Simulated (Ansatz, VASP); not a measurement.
**One calculation of HfN, two programs**

```
CELL_PARAMETERS angstrom
0.00000 2.27436 2.27436
2.27436 0.00000 2.27436
2.27436 2.27436 0.00000
ATOMIC_POSITIONS crystal
Hf 0.00000 0.00000 0.00000
N 0.50000 0.50000 0.50000
```

Alike in both runs: functional PBE; k mesh 16 × 16 × 16; occupations fermi-dirac, width 0.15 eV; no spin polarisation.

Ansatz relaxed the structure, and its values are those at the end. VASP's run is a single point on that final structure, the one shown.

|  | VASP | Ansatz |
| --- | --- | --- |
| version | VASP 6.6.1 | Ansatz 0.2.0 |
| potentials or method | VASP PAW PBE potentials, release 64 (Hf_pv, N), cutoff 520 eV | scalar-relativistic, plane waves, PAW |
| valence electrons in the cell | 15 | 31 |

```tsv
	VASP	Ansatz	Ansatz less VASP
gap on the k mesh at the Fermi level (eV)	none	none	-
pressure (GPa)	-2.3	0.0	+2.34
```

A gap of «none» marks a metal or a gap that the smearing closes. The functional is the same, so the differences come from potentials, cutoffs and numerics. VASP's potentials hold 15 valence electrons a cell and Ansatz's 31, so a difference there can come from the potentials and not from the codes.

Spin-orbit coupling is off throughout.
